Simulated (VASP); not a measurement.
# MgZn17O18 (a cell with a defect) in VASP: single point with PBEsol

Aim: the single point of MgZn17O18 (a cell with a defect) with PBEsol.

All numbers are computed with VASP 6.6.1; they aren't measurements. Logs are shortened: lines on timing, memory, paths and dates and some standing lists are left out, and cuts for length are marked.

## (1) The cell of the first run

The cell holds a defect, 36 atoms: a = 7.648 Å, b = 7.648 Å, c = 7.648 Å, α = 78.63°, β = 78.63°, γ = 78.63°.

## (2) Single point, PBEsol

File INCAR:

```
SYSTEM = MgZn17O18
  ALGO = Normal
  EDIFF = 1E-6
  ENCUT = 520
  GGA = PS
  ISIF = 2
  ISMEAR = 0
  LASPH = .TRUE.
  LCHARG = .TRUE.
  LELF = .TRUE.
  LREAL = Auto
  LVHAR = .TRUE.
  LWAVE = .FALSE.
  NBANDS = 181
  NELM = 60
  PREC = Accurate
  SIGMA = 0.02
```

File KPOINTS:

```
Automatic mesh
0
Gamma
  2 2 2
  0.5 0.5 0.5
```

File POSCAR:

```
MgZn17O18
1.0
    0.0000000000      5.5954191282      5.2139362460
   -4.8457751099     -2.7977095641      5.2139362460
    4.8457751098     -2.7977095642      5.2139362460
Mg Zn O
1 17 18
Direct
    0.2772916315      0.6106249648      0.6106249648
    0.6109358990      0.6117459285      0.2773002330
    0.2784125951      0.2773002330      0.9442692323
    0.2784125951      0.9442692323      0.2773002330
    0.6109358990      0.2773002330      0.6117459285
    0.9439668997      0.6117459285      0.9442692323
    0.9453295962      0.2786629296      0.2786629296
    0.6114997702      0.9448331035      0.9448331035
    0.9439668997      0.9442692323      0.6117459285
    0.2231179903      0.5564513236      0.2213947033
    0.5554738811      0.5565740332      0.8888072144
    0.2231179903      0.2213947033      0.5564513236
    0.2232406999      0.8888072144      0.8888072144
    0.5560037266      0.2226076198      0.2226076198
    0.8880613700      0.5564513236      0.5564513236
    0.8892742865      0.2226076198      0.8893370600
    0.5554738811      0.8888072144      0.5565740332
    0.8892742865      0.8893370600      0.2226076198
    0.4034774067      0.7368107400      0.7368107400
    0.7373217463      0.7378895679      0.4041151524
    0.4045562346      0.4041151524      0.0706550797
    0.4045562346      0.0706550797      0.4041151524
    0.7373217463      0.4041151524      0.7378895679
    0.0707818191      0.7378895679      0.0706550797
    0.0718930836      0.4052264169      0.4052264169
    0.7378143571      0.0711476905      0.0711476905
    0.0707818191      0.0706550797      0.7378895679
    0.3487786439      0.6821119773      0.3486904601
    0.6819150717      0.6823379849      0.0152484051
    0.3487786439      0.3486904601      0.6821119773
    0.3490046516      0.0152484051      0.0152484051
    0.6824373757      0.3490228682      0.3490228682
    0.0153571267      0.6821119773      0.6821119773
    0.0156895348      0.3490228682      0.0157707090
    0.6819150717      0.0152484051      0.6823379849
    0.0156895348      0.0157707090      0.3490228682
```

Potentials or basis: VASP PAW PBE potentials, release 64 (Mg, Zn, O).

Started as:

```
> cat potpaw_PBE.64/Mg/POTCAR potpaw_PBE.64/Zn/POTCAR potpaw_PBE.64/O/POTCAR > POTCAR
> mpirun -np 1 vasp_std > vasp.out
```

OUTCAR:

```text
SYSTEM = MgZn17O18
   EDIFF = 1E-6
   ENCUT = 520
   GGA = PS
   ISIF = 2
   ISMEAR = 0
   LASPH = .TRUE.
   LREAL = Auto
   NELM = 60
   PREC = Accurate

 ion  position               nearest neighbor table
   1  0.277  0.611  0.611-  30 1.97  28 1.97  33 1.97  19 1.97  15 3.20  10 3.20  12 3.20  11 3.21
                            17 3.21  13 3.21   3 3.23   4 3.23   5 3.23   9 3.23   2 3.23   6 3.23
   2  0.611  0.612  0.277-  29 1.97  28 1.97  32 1.97  20 1.98   1 3.23
   3  0.278  0.277  0.944-  31 1.97  30 1.97  34 1.97  21 1.98   1 3.23
   4  0.278  0.944  0.277-  31 1.97  28 1.97  36 1.97  22 1.98   1 3.23
   5  0.611  0.277  0.612-  35 1.97  30 1.97  32 1.97  23 1.98   1 3.23
   6  0.944  0.612  0.944-  29 1.97  33 1.97  34 1.97  24 1.98   1 3.23
   7  0.945  0.279  0.279-  32 1.97  34 1.97  36 1.97  25 1.98
   8  0.611  0.945  0.945-  29 1.97  35 1.97  31 1.97  26 1.98
   9  0.944  0.944  0.612-  35 1.97  33 1.97  36 1.97  27 1.98   1 3.23
  10  0.223  0.556  0.221-  24 1.97  21 1.97  28 1.97  25 1.97   1 3.20
  11  0.555  0.557  0.889-  19 1.97  23 1.97  21 1.97  29 1.97   1 3.21
  12  0.223  0.221  0.556-  27 1.97  22 1.97  30 1.97  25 1.97   1 3.20
  13  0.223  0.889  0.889-  19 1.97  27 1.97  24 1.97  31 1.97   1 3.21
  14  0.556  0.223  0.223-  26 1.97  21 1.97  22 1.97  32 1.98
  15  0.888  0.556  0.556-  20 1.97  23 1.97  33 1.97  25 1.97   1 3.20
  16  0.889  0.223  0.889-  26 1.97  27 1.97  23 1.97  34 1.98
  17  0.555  0.889  0.557-  19 1.97  20 1.97  22 1.97  35 1.97   1 3.21
  18  0.889  0.889  0.223-  26 1.97  24 1.97  20 1.97  36 1.98
  19  0.403  0.737  0.737-  11 1.97  17 1.97  13 1.97   1 1.97
  20  0.737  0.738  0.404-  15 1.97  18 1.97  17 1.97   2 1.98
  21  0.405  0.404  0.071-  10 1.97  14 1.97  11 1.97   3 1.98
  22  0.405  0.071  0.404-  12 1.97  14 1.97  17 1.97   4 1.98
  23  0.737  0.404  0.738-  15 1.97  16 1.97  11 1.97   5 1.98
[... 11 lines left out ...]
  35  0.682  0.015  0.682-   5 1.97   9 1.97   8 1.97  17 1.97
  36  0.016  0.016  0.349-   7 1.97   9 1.97   4 1.97  18 1.98

  LATTYP: Found a trigonal (rhomboedric) cell.
 ALAT       =     7.6481269862
 COS(alpha) =     0.1971279763

  Lattice vectors:

 A1 = (   0.0000000000,   5.5954191282,   5.2139362460)
 A2 = (  -4.8457751099,  -2.7977095641,   5.2139362460)
 A3 = (   4.8457751098,  -2.7977095642,   5.2139362460)

Analysis of symmetry for initial positions (statically):
=====================================================================
 Subroutine PRICEL returns:
 Original cell was already a primitive cell.

 Routine SETGRP: Setting up the symmetry group for a
 trigonal (rhombohedral) supercell.

 Subroutine GETGRP returns: Found  6 space group operations
 (whereof  2 operations were pure point group operations)
 out of a pool of 12 trial point group operations.

The static configuration has the point symmetry C_1h.
 The point group associated with its full space group is C_3v.

Analysis of symmetry for dynamics (positions and initial velocities):
=====================================================================
 Subroutine PRICEL returns:
 Original cell was already a primitive cell.

 Routine SETGRP: Setting up the symmetry group for a
 trigonal (rhombohedral) supercell.

 Subroutine GETGRP returns: Found  6 space group operations
 (whereof  2 operations were pure point group operations)
 out of a pool of 12 trial point group operations.

The dynamic configuration has the point symmetry C_1h.
 The point group associated with its full space group is C_3v.

 Subroutine INISYM returns: Found  6 space group operations
 (whereof  2 operations are pure point group operations),
 and found     1 'primitive' translations

----------------------------------------------------------------------------------------

                                     Primitive cell

  volume of cell :     424.1142

  direct lattice vectors                    reciprocal lattice vectors
     0.000000000  5.595419128  5.213936246     0.000000000  0.119145081  0.063931225
    -4.845775110 -2.797709564  5.213936246    -0.103182667 -0.059572541  0.063931225
     4.845775110 -2.797709564  5.213936246     0.103182667 -0.059572541  0.063931225

  length of vectors
     7.648126986  7.648126986  7.648126986     0.135213727  0.135213727  0.135213727

  position of ions in fractional coordinates (direct lattice)
     0.277291631  0.610624965  0.610624965
     0.610935899  0.611745928  0.277300233
     0.278412595  0.277300233  0.944269232
     0.278412595  0.944269232  0.277300233
     0.610935899  0.277300233  0.611745928
     0.943966900  0.611745928  0.944269232
[... 28 lines left out ...]
     0.681915072  0.015248405  0.682337985
     0.015689535  0.015770709  0.349022868

  ion indices of the primitive-cell ions
   primitive index   ion index
                 1           1
                 2           2
                 3           3
                 4           4
                 5           5
                 6           6
[... 28 lines left out ...]
                35          35
                36          36

----------------------------------------------------------------------------------------

 KPOINTS: Automatic mesh

Automatic generation of k-mesh.
 Grid dimensions read from file:
 generate k-points for:    2    2    2

 Generating k-lattice:

  Cartesian coordinates                     Fractional coordinates (reciprocal lattice)
     0.000000000  0.059572541  0.031965613     0.500000000  0.000000000  0.000000000
    -0.051591334 -0.029786270  0.031965613    -0.000000000  0.500000000  0.000000000
     0.051591334 -0.029786270  0.031965613     0.000000000 -0.000000000  0.500000000

  Length of vectors
     0.067606863  0.067606863  0.067606863

  Shift w.r.t. Gamma in fractional coordinates (k-lattice)
     0.500000000  0.500000000  0.500000000

 Subroutine IBZKPT returns following result:
 ===========================================

 Found      2 irreducible k-points:

 Following reciprocal coordinates:
            Coordinates               Weight
  0.250000  0.250000  0.250000      2.000000
 -0.250000  0.250000  0.250000      6.000000
   k-points           NKPTS =      2   k-points in BZ     NKDIM =      2   number of bands    NBANDS=    181
   number of dos      NEDOS =    301   number of ions     NIONS =     36
   total plane-waves  NPLWV = 216000
   dimension x,y,z NGX =    60 NGY =   60 NGZ =   60
   dimension x,y,z NGXF=   120 NGYF=  120 NGZF=  120
   ions per type =               1  17  18
   NGX,Y,Z   is equivalent  to a cutoff of  13.04, 13.04, 13.04 a.u.
   NGXF,Y,Z  is equivalent  to a cutoff of  26.08, 26.08, 26.08 a.u.
 SYSTEM =  MgZn17O18
   PREC   = accura    normal or accurate (medium, high low for compatibility)
   ISTART =      0    job   : 0-new  1-cont  2-samecut
   ICHARG =      2    charge: 1-file 2-atom 10-const
   ISPIN  =      1    spin polarized calculation?
   LNONCOLLINEAR =      F non collinear calculations
   LSORBIT =      F    spin-orbit coupling
   LASPH  =      T    aspherical Exc in radial PAW
   ENCUT  =  520.0 eV  38.22 Ry    6.18 a.u.  14.22 14.22 14.22*2*pi/ulx,y,z
   NELM   =     60;   NELMIN=  2; NELMDL= -5     # of ELM steps
   EDIFF  = 0.1E-05   stopping-criterion for ELM
   LREAL  =      T    real-space projection
   EDIFFG = 0.1E-04   stopping-criterion for IOM
   NSW    =      0    number of steps for IOM
   IBRION =     -1    ionic relax: 0-MD 1-quasi-New 2-CG
   NFREE  =      0    steps in history (QN), initial steepest desc. (CG)
   ISIF   =      2    stress and relaxation
   ISYM   =      2    0-nonsym 1-usesym 2-fastsym
   POTIM  = 0.5000    time-step for ionic-motion
   TEBEG  =    0.0;   TEEND  =   0.0 temperature during run
   PSTRESS=    0.0 pullay stress
   NELECT =     314.0000    total number of electrons
   NUPDOWN=      -1.0000    fix difference up-down
   EMIN   =  10.00;   EMAX   =-10.00  energy-range for DOS
   EFERMI =   0.00;   METHOD = LEGACY
   ISMEAR =     0;   SIGMA  =   0.02  broadening in eV -4-tet -1-fermi 0-gaus
   EFERMI_NEDOS =   21; number of points for ismear=-14 and -15
   IALGO  =     38    algorithm
   IMIX   =      4    mixing-type and parameters
     AMIX     =   0.40;   BMIX     =  1.00
     AMIX_MAG =   1.60;   BMIX_MAG =  1.00
  volume/ion in A,a.u.               =      11.78        79.50
  Fermi-wavevector in a.u.,A,eV,Ry     =   1.481007  2.798697 29.842768  2.193382
  Thomas-Fermi vector in A             =   2.594971
   LORBIT       =      0    0 simple, 1 ext, 2 COOP (PROOUT), +10 PAW based schemes
   GGA     = PS    functional components
   LHFCALC =     F    Hartree Fock is set to
   AEXX    =    0.0000 exact exchange contribution
   IVDW    =     0    specifies the selected vdW correction
   LEPSILON=     F    determine dielectric tensor
   LRPA    =     F    only Hartree local field effects (RPA)
 non-spin polarized calculation
 Gauss-broadening in eV      SIGMA  =   0.02
  energy-cutoff  :      520.00
  volume of cell :      424.11
 maximum number of plane-waves:     11393
 NGX is ok and might be reduce to    60
   NGX = 29   NGY = 29   NGZ = 29

 number of electron     313.9999969 magnetization

 Free energy of the ion-electron system (eV)
  ---------------------------------------------------
  ext. energy  EPLUGINS =         0.00000000
  ---------------------------------------------------
  free energy    TOTEN  =      -177.33531984 eV

  energy without entropy =     -177.33531984  energy(sigma->0) =     -177.33531984

 E-fermi :   1.1662     XC(G=0): -11.1693

 val. band max:        1.0423829548   @ k =   0.2500   0.2500   0.2500
 cond. band min:       3.0999798249   @ k =   0.2500   0.2500   0.2500
 fundamental gap:      2.0575968701
 Fermi energy:         1.1661619253

 k-point     1 :       0.2500    0.2500    0.2500
  band No.  band energies     occupation
      1     -16.7857      2.00000
      2     -16.3965      2.00000
      3     -16.3965      2.00000
      4     -16.3725      2.00000
      5     -16.2706      2.00000
      6     -16.2376      2.00000
[... 161 lines left out ...]
    168       6.9111      0.00000
    169       8.4354      0.00000

 k-point     2 :      -0.2500    0.2500    0.2500
  band No.  band energies     occupation
      1     -16.7277      2.00000
      2     -16.4988      2.00000
      3     -16.4232      2.00000
      4     -16.4050      2.00000
      5     -16.3162      2.00000
      6     -16.1900      2.00000
[... 161 lines left out ...]
    168       7.3790      0.00000
    169       7.5789      0.00000
 [bands above 169 left out]

------------------------ aborting loop because EDIFF is reached ----------------------------------------

  FORCE on cell =-STRESS in cart. coord.  units (eV):
  Direction    XX          YY          ZZ          XY          YZ          ZX
  --------------------------------------------------------------------------------------
  -------------------------------------------------------------------------------------
  Total        2.7381799      2.7381799      2.2365129     -0.0000000     -0.0000000     -0.0000000
  in kB       10.3440285     10.3440285      8.4488799     -0.0000000     -0.0000000     -0.0000000
  external PRESSURE =       9.7123123 kB  Pullay stress =       0.0000000 kB

 VOLUME and BASIS-vectors are now :
 -----------------------------------------------------------------------------
  energy-cutoff  :      520.00
  volume of cell :      424.11
      direct lattice vectors                 reciprocal lattice vectors
     0.000000000  5.595419128  5.213936246     0.000000000  0.119145081  0.063931225
    -4.845775110 -2.797709564  5.213936246    -0.103182667 -0.059572541  0.063931225
     4.845775110 -2.797709564  5.213936246     0.103182667 -0.059572541  0.063931225

 POSITION                                       TOTAL-FORCE (eV/Angst)
 -----------------------------------------------------------------------------------
     -0.00000     -1.86514      7.81330         0.000000      0.000000     -0.008073
     -1.62065      0.93115      7.82081         0.002475     -0.001997      0.001305
      3.23198     -1.85976      7.82081        -0.002967     -0.001145      0.001305
     -3.23198     -1.85976      7.82081         0.002967     -0.001145      0.001305
      1.62065      0.93115      7.82081        -0.002475     -0.001997      0.001305
      1.61133      0.92861     13.03475        -0.000492      0.003142      0.001305
[... 28 lines left out ...]
      3.23257      1.86396      7.19263        -0.000152      0.000088     -0.005208
      1.61487     -0.93280      1.98381         0.000650      0.000375     -0.005923
 -----------------------------------------------------------------------------------
    total drift:                                0.000001      0.000006     -0.014968

  FREE ENERGIE OF THE ION-ELECTRON SYSTEM (eV)
  ---------------------------------------------------
  free  energy   TOTEN  =      -177.3353198422 eV

  energy  without entropy=     -177.3353198422  energy(sigma->0) =     -177.33531984
```

It took 11 min on 1 thread of Intel Xeon 8259CL, shared host; peak memory 0.54 GiB.

Results:

* Free energy: -177.3353 eV
* Pressure: 1.0 GPa
* Largest force: 0.068 eV/Å
* Band gap on the k mesh: 2.06 eV

Forces on the atoms (eV/Å):
```
Mg   0.000  0.000 -0.008
Zn   0.002 -0.002  0.001
Zn  -0.003 -0.001  0.001
Zn   0.003 -0.001  0.001
Zn  -0.002 -0.002  0.001
Zn   0.000  0.003  0.001
Zn   0.000  0.000  0.007
Zn   0.000  0.000  0.013
Zn   0.000  0.003  0.001
Zn  -0.001  0.001 -0.007
Zn  -0.003 -0.001 -0.001
Zn   0.001  0.001 -0.007
Zn   0.000  0.003 -0.001
Zn   0.000 -0.003  0.006
Zn   0.000 -0.001 -0.007
Zn  -0.002  0.001  0.006
Zn   0.003 -0.001 -0.001
Zn   0.002  0.001  0.006
O    0.000  0.000 -0.056
O    0.001  0.003  0.001
O    0.003 -0.002  0.001
O   -0.003 -0.002  0.001
O   -0.001  0.003  0.001
O    0.003 -0.001  0.001
O    0.000  0.000  0.004
O    0.000  0.000 -0.013
O   -0.003 -0.001  0.001
O    0.054 -0.031  0.027
O    0.000  0.000 -0.005
O   -0.054 -0.031  0.027
O    0.000  0.000 -0.005
O    0.000 -0.001 -0.006
O    0.000  0.062  0.027
O   -0.001  0.000 -0.006
O    0.000  0.000 -0.005
O    0.001  0.000 -0.006
```

Caveat: the PAW data sets were made with another functional, which shifts forces and pressure a little.
